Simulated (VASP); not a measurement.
Ir, 2 atoms in the cell. Symmetry: P6_3/mmc, No. 194, hexagonal system. Conventional cell: a = 2.748 Å, b = 2.748 Å, c = 4.453 Å, α = 90.00°, β = 90.00°, γ = 120.00°. Ir (site symmetry -6m2) has 12 Ir at 2.73 to 2.75 Å within 3.6 Å. This isn't the form of Ir at room conditions, which is fcc.

- Program: VASP 6.6.1
- Task: single point
- Functional: PBE
- Potentials or basis: VASP PAW PBE potentials, release 64 (Ir)
- Cutoff: 520 eV
- k mesh: 18 × 18 × 10
- Occupations: fermi-dirac, width 0.05 eV
- Spin: no spin polarisation
- Dipole correction: no
- Further INCAR settings: ALGO = Normal; EDIFF = 1e-06; NBANDS = 16

Potentials or basis: VASP PAW PBE potentials, release 64 (Ir).

Run with:

```console
$ cat potpaw_PBE.64/Ir/POTCAR > POTCAR
$ mpirun -np 1 vasp_std > vasp.out
```

Hardware: 1 thread of Intel Xeon 8259CL, with other jobs on the host.

Problem. Estimate the wall time of this run.

Solution. Wall time 110 s on 1 thread of Intel Xeon 8259CL, on a shared host, peak memory 0.21 GiB. Counts: scf iterations 12, k points 222.
